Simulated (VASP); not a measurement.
# CdTe4 (P-43m) in VASP: notebook

The runs below take CdTe4 through single point, relaxation of cell and atoms, with PBE.

Everything below comes from runs of VASP 6.6.1. Logs are shortened: lines on timing, memory, paths and dates and some standing lists are left out, and cuts for length are marked.

## 1. The cell of the first run

It takes space group P-43m (No. 215, cubic). The conventional cell has a = 5.517 Å, b = 5.517 Å, c = 5.517 Å, α = 90.00°, β = 90.00°, γ = 90.00°. Within 3.7 Å of Cd (site symmetry -43m) lie 4 Te at 2.85 Å. Te (site symmetry 3m) has 1 Cd at 2.85 Å and 3 Te at 3.16 Å within 3.7 Å.

The cell was built from a structure type or drawn by symmetry, and may not be a known phase.

## 2. Single point, PBE

Contents of INCAR:

```
SYSTEM = CdTe4
ALGO = Normal ; EDIFF = 1E-7
ENCUT = 520 ; GGA = PE
ISIF = 2 ; ISMEAR = 0
LASPH = .True. ; LCHARG = .False.
LREAL = .False. ; LWAVE = .False.
NBANDS = 26 ; NELM = 80
PREC = Accurate ; SIGMA = 0.1
```

Contents of KPOINTS:

```
k-points
0
Gamma
  8 8 8
  0 0 0
```

Contents of POSCAR:

```
CdTe4
1.0
    5.5171081195      0.0000000000      0.0000000000
    0.0000000000      5.5171081195      0.0000000000
    0.0000000000      0.0000000000      5.5171081195
Cd Te
1 4
Direct
    0.0000000000      0.0000000000      0.0000000000
    0.2978126022      0.2978126022      0.2978126022
    0.7021873978      0.7021873978      0.2978126022
    0.2978126022      0.7021873978      0.7021873978
    0.7021873978      0.2978126022      0.7021873978
```

Potentials or basis: VASP PAW PBE potentials, release 64 (Cd, Te).

Started as:

```sh
cat potpaw_PBE.64/Cd/POTCAR potpaw_PBE.64/Te/POTCAR > POTCAR
mpirun -np 1 vasp_std > vasp.out
```

OUTCAR:

```text
SYSTEM = CdTe4
   EDIFF = 1E-7
   ENCUT = 520
   GGA = PE
   ISIF = 2
   ISMEAR = 0
   LASPH = .True.
   LREAL = .False.
   NELM = 80
   PREC = Accurate

 ion  position               nearest neighbor table
   1  0.000  0.000  0.000-   2 2.85   3 2.85   4 2.85   5 2.85
   2  0.298  0.298  0.298-   1 2.85   3 3.16   4 3.16   5 3.16
   3  0.702  0.702  0.298-   1 2.85   2 3.16   4 3.16   5 3.16
   4  0.298  0.702  0.702-   1 2.85   2 3.16   3 3.16   5 3.16
   5  0.702  0.298  0.702-   1 2.85   2 3.16   3 3.16   4 3.16

  LATTYP: Found a simple cubic cell.
 ALAT       =     5.5171081195

  Lattice vectors:

 A1 = (   5.5171081195,   0.0000000000,   0.0000000000)
 A2 = (   0.0000000000,   5.5171081195,   0.0000000000)
 A3 = (   0.0000000000,   0.0000000000,   5.5171081195)

Analysis of symmetry for initial positions (statically):
=====================================================================
 Subroutine PRICEL returns:
 Original cell was already a primitive cell.

 Routine SETGRP: Setting up the symmetry group for a
 simple cubic supercell.

 Subroutine GETGRP returns: Found 24 space group operations
 (whereof 24 operations were pure point group operations)
 out of a pool of 48 trial point group operations.

The static configuration has the point symmetry T_d .

Analysis of symmetry for dynamics (positions and initial velocities):
=====================================================================
 Subroutine PRICEL returns:
 Original cell was already a primitive cell.

 Routine SETGRP: Setting up the symmetry group for a
 simple cubic supercell.

 Subroutine GETGRP returns: Found 24 space group operations
 (whereof 24 operations were pure point group operations)
 out of a pool of 48 trial point group operations.

The dynamic configuration has the point symmetry T_d .

 Subroutine INISYM returns: Found 24 space group operations
 (whereof 24 operations are pure point group operations),
 and found     1 'primitive' translations

----------------------------------------------------------------------------------------

                                     Primitive cell

  volume of cell :     167.9324

  direct lattice vectors                    reciprocal lattice vectors
     5.517108119  0.000000000  0.000000000     0.181254378  0.000000000  0.000000000
     0.000000000  5.517108119  0.000000000     0.000000000  0.181254378  0.000000000
     0.000000000  0.000000000  5.517108119     0.000000000  0.000000000  0.181254378

  length of vectors
     5.517108119  5.517108119  5.517108119     0.181254378  0.181254378  0.181254378

  position of ions in fractional coordinates (direct lattice)
     0.000000000  0.000000000  0.000000000
     0.297812602  0.297812602  0.297812602
     0.702187398  0.702187398  0.297812602
     0.297812602  0.702187398  0.702187398
     0.702187398  0.297812602  0.702187398

  ion indices of the primitive-cell ions
   primitive index   ion index
                 1           1
                 2           2
                 3           3
                 4           4
                 5           5

----------------------------------------------------------------------------------------

 KPOINTS: k-points

Automatic generation of k-mesh.
 Grid dimensions read from file:
 generate k-points for:    8    8    8

 Generating k-lattice:

  Cartesian coordinates                     Fractional coordinates (reciprocal lattice)
     0.022656797  0.000000000  0.000000000     0.125000000  0.000000000  0.000000000
     0.000000000  0.022656797  0.000000000     0.000000000  0.125000000  0.000000000
     0.000000000  0.000000000  0.022656797     0.000000000  0.000000000  0.125000000

  Length of vectors
     0.022656797  0.022656797  0.022656797

  Shift w.r.t. Gamma in fractional coordinates (k-lattice)
     0.000000000  0.000000000  0.000000000

 Subroutine IBZKPT returns following result:
 ===========================================

 Found     35 irreducible k-points:

 Following reciprocal coordinates:
            Coordinates               Weight
  0.000000  0.000000  0.000000      1.000000
  0.125000  0.000000  0.000000      6.000000
  0.250000  0.000000  0.000000      6.000000
  0.375000  0.000000  0.000000      6.000000
  0.500000  0.000000  0.000000      3.000000
  0.125000  0.125000  0.000000     12.000000
[... 16 lines left out ...]
  0.375000  0.375000  0.125000     24.000000
  0.500000  0.375000  0.125000     24.000000
 [... further k-points ...]
   k-points           NKPTS =     35   k-points in BZ     NKDIM =     35   number of bands    NBANDS=     26
   number of dos      NEDOS =    301   number of ions     NIONS =      5
   total plane-waves  NPLWV =  74088
   dimension x,y,z NGX =    42 NGY =   42 NGZ =   42
   dimension x,y,z NGXF=    84 NGYF=   84 NGZF=   84
   ions per type =               1   4
   NGX,Y,Z   is equivalent  to a cutoff of  12.66, 12.66, 12.66 a.u.
[... 68 lines left out ...]
  band No.  band energies     occupation
      1      -8.2543      2.00000
      2      -5.7635      2.00000
      3      -5.7635      2.00000
      4      -5.7635      2.00000
      5      -3.9809      2.00000
      6      -3.9809      2.00000
[... 18 lines left out ...]
     25       8.5216      0.00000
     26       9.5551      0.00000

 k-point     2 :       0.1250    0.0000    0.0000
  band No.  band energies     occupation
      1      -8.2146      2.00000
      2      -5.8480      2.00000
      3      -5.7617      2.00000
      4      -5.7617      2.00000
      5      -3.9812      2.00000
      6      -3.9799      2.00000
[... 18 lines left out ...]
     25       8.6030      0.00000
     26       9.7210      0.00000

 k-point     3 :       0.2500    0.0000    0.0000
  band No.  band energies     occupation
      1      -8.1073      2.00000
      2      -6.0637      2.00000
      3      -5.7573      2.00000
      4      -5.7573      2.00000
      5      -4.0200      2.00000
      6      -3.9776      2.00000
[... 18 lines left out ...]
     25       8.9978      0.00000
     26      10.1106      0.00000

 k-point     4 :       0.3750    0.0000    0.0000
  band No.  band energies     occupation
      1      -7.9771      2.00000
      2      -6.3012      2.00000
      3      -5.7529      2.00000
      4      -5.7529      2.00000
      5      -4.0842      2.00000
      6      -3.9753      2.00000
[... 18 lines left out ...]
     25       9.7192      0.00000
     26      10.0547      0.00000

 k-point     5 :       0.5000    0.0000    0.0000
  band No.  band energies     occupation
      1      -7.9126      2.00000
      2      -6.4093      2.00000
      3      -5.7511      2.00000
      4      -5.7511      2.00000
      5      -4.1067      2.00000
      6      -3.9743      2.00000
[... 18 lines left out ...]
     25      10.1823      0.00000
     26      10.1938      0.00000

 k-point     6 :       0.1250    0.1250    0.0000
  band No.  band energies     occupation
      1      -8.1755      2.00000
      2      -5.8506      2.00000
      3      -5.8356      2.00000
      4      -5.7608      2.00000
      5      -3.9801      2.00000
      6      -3.9788      2.00000
[... 427 lines left out ...]
 k-point    21 :       0.3750    0.2500    0.1250
  band No.  band energies     occupation
      1      -7.8186      2.00000
      2      -6.2130      2.00000
      3      -5.9792      2.00000
      4      -5.8317      2.00000
      5      -4.0727      2.00000
      6      -3.9673      2.00000
[... 18 lines left out ...]
     25      10.0033      0.00000
     26      10.8834      0.00000

 k-point    22 :       0.5000    0.2500    0.1250
  band No.  band energies     occupation
      1      -7.7617      2.00000
      2      -6.3033      2.00000
      3      -5.9656      2.00000
      4      -5.8337      2.00000
      5      -4.0861      2.00000
      6      -3.9663      2.00000
[... 18 lines left out ...]
     25      10.2085      0.00000
     26      10.7012      0.00000

 k-point    23 :       0.3750    0.3750    0.1250
  band No.  band energies     occupation
      1      -7.7122      2.00000
      2      -6.1674      2.00000
      3      -6.1425      2.00000
      4      -5.8493      2.00000
      5      -4.0654      2.00000
      6      -3.9631      2.00000
[... 18 lines left out ...]
     25      10.3881      0.00000
     26      10.8539      0.00000

 k-point    24 :       0.5000    0.3750    0.1250
  band No.  band energies     occupation
      1      -7.6613      2.00000
      2      -6.2341      2.00000
      3      -6.1276      2.00000
      4      -5.8599      2.00000
      5      -4.0624      2.00000
      6      -3.9622      2.00000
[... 18 lines left out ...]
     25      10.4794      0.00000
     26      11.0109      0.00000

 [... further k-points ...]

------------------------ aborting loop because EDIFF is reached ----------------------------------------

  FORCE on cell =-STRESS in cart. coord.  units (eV):
  Direction    XX          YY          ZZ          XY          YZ          ZX
  --------------------------------------------------------------------------------------
  -------------------------------------------------------------------------------------
  Total        0.0192516      0.0192516      0.0192516     -0.0000000      0.0000000      0.0000000
  in kB        0.1836724      0.1836724      0.1836724     -0.0000000      0.0000000      0.0000000
  external PRESSURE =       0.1836724 kB  Pullay stress =       0.0000000 kB

 VOLUME and BASIS-vectors are now :
 -----------------------------------------------------------------------------
  energy-cutoff  :      520.00
  volume of cell :      167.93
      direct lattice vectors                 reciprocal lattice vectors
     5.517108119  0.000000000  0.000000000     0.181254378  0.000000000  0.000000000
     0.000000000  5.517108119  0.000000000     0.000000000  0.181254378  0.000000000
     0.000000000  0.000000000  5.517108119     0.000000000  0.000000000  0.181254378

 POSITION                                       TOTAL-FORCE (eV/Angst)
 -----------------------------------------------------------------------------------
      0.00000      0.00000      0.00000         0.000000      0.000000     -0.000000
      1.64306      1.64306      1.64306         0.011983      0.011983      0.011983
      3.87404      3.87404      1.64306        -0.011983     -0.011983      0.011983
      1.64306      3.87404      3.87404         0.011983     -0.011983     -0.011983
      3.87404      1.64306      3.87404        -0.011983      0.011983     -0.011983
 -----------------------------------------------------------------------------------
    total drift:                                0.000000      0.000000      0.000000

  FREE ENERGIE OF THE ION-ELECTRON SYSTEM (eV)
  ---------------------------------------------------
  free  energy   TOTEN  =       -11.4705394699 eV

  energy  without entropy=      -11.4478051788  energy(sigma->0) =      -11.45917232
```

Run time: 74 s. Hardware: 1 thread of AMD EPYC 9R45 (Zen 5), shared host; peak memory 0.31 GiB.

Results:

```yaml
Free_energy: -11.4705 eV
Pressure: 0.0 GPa
Largest_force: 0.021 eV/Å
Band_gap_on_the_k_mesh: zero (bands 18 and 19 overlap by 0.82 eV)
```

Forces in eV/Å, atoms in the order of the input:
```
Cd   0.000  0.000  0.000
Te   0.012  0.012  0.012
Te  -0.012 -0.012  0.012
Te   0.012 -0.012 -0.012
Te  -0.012  0.012 -0.012
```

Caveat: spin-orbit coupling is left out, which moves the levels of the heavy elements.

## 3. Relaxation of cell and atoms, PBE

This run uses another cell than the first one, of 35.43 Å³/atom.

Contents of INCAR:

```
ALGO = Normal
EDIFF = 1E-6
EDIFFG = -0.04
ENCUT = 600
GGA = PE
IBRION = 2
ISIF = 3
ISMEAR = 0
LASPH = True
LCHARG = False
LREAL = False
LWAVE = False
NELM = 80
NSW = 90
PREC = Accurate
SIGMA = 0.1
```

Contents of KPOINTS:

```
k-points
0
Gamma
  4 4 4
```

Contents of POSCAR:

```
CdTe4
1.0
    5.6160035200      0.0000000000      0.0000000000
    0.0000000000      5.6160035200      0.0000000000
    0.0000000000      0.0000000000      5.6160035200
Cd Te
1 4
Direct
    0.0000000000      0.0000000000      0.0000000000
    0.2500000000      0.2500000000      0.2500000000
    0.7500000000      0.7500000000      0.2500000000
    0.2500000000      0.7500000000      0.7500000000
    0.7500000000      0.2500000000      0.7500000000
```

Potentials or basis: VASP PAW PBE potentials, release 64 (Cd, Te).

Started as:

```sh
cat potpaw_PBE.64/Cd/POTCAR potpaw_PBE.64/Te/POTCAR > POTCAR
mpirun -np 1 vasp_std > vasp.out
```

Wall time 4.4 min (1 thread of AMD EPYC 9R45 (Zen 5), shared host); peak memory 0.33 GiB.

It converged, with:

```
Free energy                           : -11.4202 eV
Relaxed volume                        : 33.98 Å³/atom
Relaxed cell                          : a = 5.538 Å, b = 5.538 Å, c = 5.538 Å, α = 90.00°, β = 90.00°, γ = 90.00°
Space group after relaxing (to 0.1 Å) : P-43m (No. 215)
Energy gained by relaxing             : 556.7 meV/atom
Ionic steps                           : 11
Pressure after relaxing               : 0.0 GPa
Band gap on the k mesh                : zero (bands 18 and 19 overlap by 0.80 eV)
```

Step by step:
| step | energy change (eV) | largest force (eV/Å) | pressure (GPa) | volume (Å³) |
| --- | --- | --- | --- | --- |
| 1 | 0.0000 | 3.9938 | 7.28 | 177.13 |
| 2 | -1.2962 | 0.2968 | -3.98 | 221.70 |
| 3 | -1.4675 | 0.8419 | -2.32 | 206.85 |
| 4 | -1.8313 | 0.9132 | -2.20 | 194.37 |
| 5 | -2.5700 | 0.6668 | 1.73 | 159.94 |
| 6 | -2.5635 | 0.5263 | 2.80 | 156.11 |
| 7 | -2.5714 | 0.6117 | 2.14 | 158.33 |
| 8 | -2.7375 | 0.0277 | 1.90 | 161.71 |
| 9 | -2.7378 | 0.1497 | 1.95 | 162.09 |
| 10 | -2.7487 | 0.1459 | -1.42 | 177.23 |
| 11 | -2.7833 | 0.0198 | 0.00 | 169.88 |

Final structure:
```xyz
5
Lattice="5.5384 0.0000 0.0000 0.0000 5.5384 0.0000 0.0000 0.0000 5.5384" Properties=species:S:1:pos:R:3 pbc="T T T"
Cd    0.0000    0.0000    0.0000
Te    1.6565    1.6565    1.6565
Te    3.8819    3.8819    1.6565
Te    1.6565    3.8819    3.8819
Te    3.8819    1.6565    3.8819
```

Levels at points of the mesh, in eV from the Fermi level:
| k point | band 15 | band 16 | band 17 | band 18 | band 19 | band 20 | band 21 | band 22 |
| --- | --- | --- | --- | --- | --- | --- | --- | --- |
| (0.00, 0.00, 0.00) | -2.00 | -0.22 | -0.22 | -0.22 | 1.03 | 1.03 | 1.03 | 1.12 |
| (0.50, 0.00, 0.00) | -1.79 | -1.61 | -1.22 | 0.29 | 0.29 | 0.62 | 0.62 | 3.61 |
| (0.50, 0.50, 0.00) | -1.38 | -1.38 | -1.24 | -0.46 | 0.68 | 0.68 | 1.41 | 3.95 |
| (0.50, 0.50, 0.50) | -0.21 | 0.65 | 0.65 | 0.65 | 1.06 | 1.06 | 1.06 | 1.31 |

Caveat: semilocal functionals underestimate gaps, so a narrow gap can read as zero; spin-orbit coupling is left out, which moves the levels of the heavy elements.

## 4. Relaxation of cell and atoms, PBE

This run uses another cell than the first one, of 33.95 Å³/atom.

Contents of INCAR:

```
SYSTEM = CdTe4
PREC     = Accurate       ! precision mode
ENCUT    = 600            ! plane-wave cutoff, eV
EDIFF    = 1E-6           ! SCF threshold, eV
ISMEAR   = 0              ! smearing method
SIGMA    = 0.1            ! smearing width, eV
LREAL    = .False.        ! projectors in reciprocal space
LASPH    = .True.         ! aspherical terms in the spheres
NELM     = 100            ! most SCF steps
ALGO     = Normal         ! electronic algorithm
ISIF     = 3              ! what is computed and relaxed
LWAVE    = .False.        ! write WAVECAR
LCHARG   = .False.        ! write CHGCAR
GGA      = PE             ! functional
IBRION   = 2              ! ionic algorithm
NSW      = 100            ! ionic steps
EDIFFG   = -0.01          ! ionic threshold
```

Contents of KPOINTS:

```
Automatic mesh
0
Gamma
  8 8 8
  0 0 0
```

Contents of POSCAR:

```
CdTe4
1.0
    5.5368876017      0.0000000000      0.0000000000
    0.0000000000      5.5368876017      0.0000000000
    0.0000000000      0.0000000000      5.5368876017
Cd Te
1 4
Direct
    0.0000000000      0.0000000000      0.0000000000
    0.2982540744      0.2982540744      0.2982540744
    0.7017459256      0.7017459256      0.2982540744
    0.2982540744      0.7017459256      0.7017459256
    0.7017459256      0.2982540744      0.7017459256
```

Started as:

```sh
cat potpaw_PBE.64/Cd/POTCAR potpaw_PBE.64/Te/POTCAR > POTCAR
mpirun -np 1 vasp_std > vasp.out
```

It took 3.9 min on 1 thread of AMD EPYC 9R45 (Zen 5), shared host; peak memory 0.41 GiB.

It converged, with:

```yaml
Free_energy: -11.4705 eV
Relaxed_volume: 33.61 Å³/atom
Relaxed_cell: a = 5.519 Å, b = 5.519 Å, c = 5.519 Å, α = 90.00°, β = 90.00°, γ = 90.00°
Space_group_after_relaxing_to_0.1_Å: P-43m (No. 215)
Energy_gained_by_relaxing: 0.4 meV/atom
Ionic_steps: 5
Pressure_after_relaxing: 0.0 GPa
Band_gap_on_the_k_mesh: zero (bands 18 and 19 overlap by 0.82 eV)
```

Forces on the atoms (eV/Å):
```
Cd   0.000  0.000  0.000
Te   0.002  0.002  0.002
Te  -0.002 -0.002  0.002
Te   0.002 -0.002 -0.002
Te  -0.002  0.002 -0.002
```

The path:
```
step  energy change (eV)  largest force (eV/Å)  pressure (GPa)  volume (Å³)
   1              0.0000                0.0125           -0.32       169.75
   2             -0.0016                0.0222            0.04       168.08
   3             -0.0017                0.0189            0.00       168.24
   4             -0.0017                0.0115           -0.01       168.18
   5             -0.0018                0.0030            0.00       168.07
```

Final structure:
```
Cd Te
1.0
     5.51865    0.00000    0.00000
     0.00000    5.51865    0.00000
     0.00000    0.00000    5.51865
Cd Te
1 4
Direct
  0.00000 0.00000 0.00000
  0.29804 0.29804 0.29804
  0.70196 0.70196 0.29804
  0.29804 0.70196 0.70196
  0.70196 0.29804 0.70196
```

Levels at points of the mesh, in eV from the Fermi level:
```csv
k point,band 16,band 17,band 18,band 19,band 20,band 21
"(0.00, 0.00, 0.00)",-0.33,-0.33,-0.33,0.95,0.95,0.95
"(0.50, 0.00, 0.00)",-1.70,-1.36,0.18,0.18,0.49,0.49
"(0.50, 0.50, 0.00)",-1.51,-1.36,-0.52,0.58,0.58,1.33
"(0.50, 0.50, 0.50)",0.55,0.55,0.55,0.97,0.97,0.97
```

Caveat: spin-orbit coupling is left out, which moves the levels of the heavy elements.

## 5. Summary

```csv
task,cell,k mesh,cutoff (eV),gap on the mesh (eV),pressure (GPa),relaxed volume (Å³/atom)
single point,"a = 5.517 Å, 5 atoms, atomic positions A",8 × 8 × 8,520,none,0.0,-
relaxation of cell and atoms,"relaxed from a = 5.616 Å, 5 atoms, atomic positions B",4 × 4 × 4,600,none,0.0,33.98
relaxation of cell and atoms,"relaxed from a = 5.537 Å, 5 atoms, atomic positions A",8 × 8 × 8,600,none,0.0,33.61
```

Alike in all rows: level PBE; potentials or basis VASP PAW PBE potentials, release 64 (Cd, Te); no spin polarisation; smearing gaussian 0.1 eV.

Caveats: spin-orbit coupling is left out, which moves the levels of the heavy elements; semilocal functionals underestimate gaps, so a narrow gap can read as zero (at least some runs).

Total energies depend on the potentials used, so only differences within one code and one set of settings carry meaning.
